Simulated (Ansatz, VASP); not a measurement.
# Zr3TiC4: VASP beside Ansatz

```xyz
8
Lattice="4.6313 0.0000 0.0000 0.0000 4.6313 0.0000 0.0000 0.0000 4.6313" Properties=species:S:1:pos:R:3 pbc="T T T"
Zr    2.3157    0.0000    2.3157
Zr    0.0000    2.3157    2.3157
Zr    2.3157    2.3157    0.0000
Ti    0.0000    0.0000    0.0000
C     2.3157    2.3157    2.3157
C     0.0000    2.3157    0.0000
C     2.3157    0.0000    0.0000
C     0.0000    0.0000    2.3157
```

Alike in both runs: functional PBE; k mesh 8 × 8 × 8; occupations gaussian, width 0.1 eV; no spin polarisation.

Ansatz relaxed the structure, and its values are those at the end. VASP's run is a single point on that final structure, the one shown.

|  | VASP | Ansatz |
| --- | --- | --- |
| version | VASP 6.6.1 | Ansatz 0.2.0 |
| potentials or method | VASP PAW PBE potentials, release 64 (Zr_sv, Ti_sv, C), cutoff 520 eV | scalar-relativistic, plane waves, PAW |
| valence electrons in the cell | 64 | 64 |

Ansatz gave:

- gap on the k mesh at the Fermi level (eV): none
- pressure (GPa): 0.0

What did VASP give for the same quantities?

gap on the k mesh at the Fermi level (eV): none; pressure (GPa): 0.3.

A gap of «none» marks a metal or a gap that the smearing closes. With one functional, cell and mesh, what is left measures potentials, basis and numerics.
